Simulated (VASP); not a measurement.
Input of a VASP 6.6.1 run:

File INCAR:

```
SYSTEM = Au
  ALGO = Normal
  EDIFF = 1E-6
  ENCUT = 500
  GGA = PS
  GGA_COMPAT = .False.
  ISIF = 2
  ISMEAR = 0
  LASPH = .True.
  LCHARG = .False.
  LREAL = .False.
  LWAVE = .False.
  NBANDS = 12
  NELM = 120
  PREC = Accurate
  SIGMA = 0.1
```

Contents of KPOINTS:

```
k-points
0
Gamma
  8 8 8
  0 0 0
```

Contents of POSCAR:

```
Au
1.0
   -1.6205996786      1.6205996786      1.6205996786
    1.6205996786     -1.6205996786      1.6205996786
    1.6205996786      1.6205996786     -1.6205996786
Au
1
Direct
    0.0000000000      0.0000000000      0.0000000000
```

Potentials or basis: VASP PAW PBE potentials, release 64 (Au).

Launch:

```bash
$ cat potpaw_PBE.64/Au/POTCAR > POTCAR
$ mpirun -np 1 vasp_std > vasp.out
```

Task: What does it give for the pressure?

Result: -0.3 GPa.

Caveat: the PAW data sets were made with another functional, which shifts forces and pressure a little.
